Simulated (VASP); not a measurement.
Set up this calculation in VASP 6.6.1, as the native input.

```yaml
Task: relaxation of the atoms
Functional: r2SCAN
Potentials_or_basis: VASP PAW PBE potentials, release 64 (Na_pv, S)
Cutoff: 500 eV
k_mesh: 8 × 8 × 8
Occupations: fermi-dirac, width 0.02 eV
Spin: no spin polarisation
Dipole_correction: no
Further_INCAR_settings: ALGO = Normal; EDIFF = 1e-07; IBRION = 2; EDIFFG = -0.01; NSW = 50
```

Na2S:

```xyz
3
Lattice="0.0000 3.2776 3.2776 3.2776 0.0000 3.2776 3.2776 3.2776 0.0000" Properties=species:S:1:pos:R:3 pbc="T T T"
Na    1.6388    1.6388    1.6388
Na    4.9163    4.9163    4.9163
S     0.0000    0.0000    0.0000
```

These files were run (other wordings do the same):

POSCAR

```
Na2S
1.0
    0.0000000000      3.2775522400      3.2775522400
    3.2775522400      0.0000000000      3.2775522400
    3.2775522400      3.2775522400      0.0000000000
Na S
2 1
Direct
    0.2500000000      0.2500000000      0.2500000000
    0.7500000000      0.7500000000      0.7500000000
    0.0000000000      0.0000000000      0.0000000000
```

INCAR.step1

```
SYSTEM = Na2S
ALGO = Normal ; EDIFF = 1E-5
EDIFFG = -0.01 ; ENCUT = 500
GGA = PE ; GGA_COMPAT = .False.
IBRION = 2 ; ISMEAR = -1
LASPH = .True. ; LCHARG = .False.
LREAL = .False. ; LWAVE = .True.
NELM = 120 ; NELMIN = 4
NSW = 100 ; PREC = Accurate
SIGMA = 0.02
```

INCAR.step2

```
SYSTEM = Na2S
ALGO = Normal ; EDIFF = 1E-7
EDIFFG = -0.01 ; ENCUT = 500
GGA_COMPAT = .False. ; IBRION = 2
ISIF = 2 ; ISMEAR = -1
ISTART = 1 ; LASPH = .True.
LCHARG = .False. ; LMIXTAU = .True.
LREAL = .False. ; LWAVE = .False.
METAGGA = R2SCAN ; NELM = 120
NELMIN = 4 ; NSW = 50
PREC = Accurate ; SIGMA = 0.02
```

KPOINTS

```
k-points
0
Gamma
  8 8 8
  0 0 0
```

Potentials or basis: VASP PAW PBE potentials, release 64 (Na_pv, S).

Command:

```bash
$ cat potpaw_PBE.64/Na_pv/POTCAR potpaw_PBE.64/S/POTCAR > POTCAR
$ cp INCAR.step1 INCAR
$ mpirun -np 1 vasp_std > vasp.out
$ cp INCAR.step2 INCAR
$ mpirun -np 1 vasp_std > vasp.out
```

Results of the run:

| Item | Value |
| --- | --- |
| Pressure after relaxing | -0.7 GPa |
| Band gap on the k mesh | 3.04 eV |

Caveat: the relaxation stopped at its first step, so nothing moved; the PAW data sets were made with another functional, which shifts forces and pressure a little.

It took 91 s on 1 thread of AMD EPYC 9R45 96-Core Processor (Zen 5) (shared host), peak memory 0.18 GiB.
